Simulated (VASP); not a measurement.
Here is a VASP 6.6.1 calculation.

INCAR

```
PREC = Accurate ; ENCUT = 520
EDIFF = 1E-7 ; ISMEAR = 0
SIGMA = 0.02 ; LREAL = F
LASPH = T ; NELM = 80
ALGO = Normal ; ISIF = 2
LWAVE = F ; LCHARG = T
GGA = PE ; LELF = T
LVHAR = T ; NBANDS = 33
```

KPOINTS

```
Automatic mesh
0
Gamma
  6 6 8
```

The input POSCAR:

```
HfSnO4
1.0
    3.2581431063     -3.2876578348      0.0000000000
    3.2581431063      3.2876578348      0.0000000000
    0.0000000000      0.0000000000      3.1415951497
Hf Sn O
1 1 4
Direct
    0.0000000000      0.0000000000      0.0000000000
    0.5000000000      0.5000000000      0.5000000000
    0.1967276235      0.1967276235      0.5000000000
    0.6945797695      0.3054202305      0.0000000000
    0.3054202305      0.6945797695      0.0000000000
    0.8032723765      0.8032723765      0.5000000000
```

Potentials or basis: VASP PAW PBE potentials, release 64 (Hf_pv, Sn_d, O).

Launch:

```bash
$ cat potpaw_PBE.64/Hf_pv/POTCAR potpaw_PBE.64/Sn_d/POTCAR potpaw_PBE.64/O/POTCAR > POTCAR
$ mpirun -np 1 vasp_std > vasp.out
```

(1) Predict the largest force.

(2) Estimate the band gap on the k mesh.

(3) What does it give for the pressure?

## Answers

(1) 0.262 eV/Å.

(2) 3.12 eV.

(3) 30.9 GPa.

Caveat: the cell stands under pressure; spin-orbit coupling is left out, which moves the levels of the heavy elements.
